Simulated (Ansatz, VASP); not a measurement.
# Two plane-wave programs on GaN

```
Ga N
1.0
     3.21862    0.00000    0.00000
    -1.60931    2.78741    0.00000
     0.00000    0.00000    5.24355
Ga N
2 2
Direct
  0.33333 0.66667 0.93850
  0.66667 0.33333 0.43850
  0.33333 0.66667 0.43850
  0.66667 0.33333 0.93850
```

Change from the starting cell: polar distortion scaled by 0.00.

Alike in both runs: task single point; functional PBE; k mesh 12 × 12 × 6; no spin polarisation.

|  | VASP | Ansatz |
| --- | --- | --- |
| version | VASP 6.6.1 | Ansatz 0.2.0 |
| potentials or method | VASP PAW PBE potentials, release 64 (Ga_d, N), cutoff 600 eV | scalar-relativistic, plane waves, PAW |
| occupations | gaussian, width 0.01 eV | fixed |
| valence electrons in the cell | 36 | 36 |

|  | VASP | Ansatz | Ansatz less VASP |
| --- | --- | --- | --- |
| gap on the k mesh at the Fermi level (eV) | 1.68 | 1.68 | -0.001 |
| least direct gap on the mesh (eV) | 1.68 | 1.68 | -0.001 |
| pressure (GPa) | 8.7 | 9.1 | +0.39 |
| traceless stress, the component that is largest in VASP (GPa) | -8.63 | -8.81 | -0.177 |
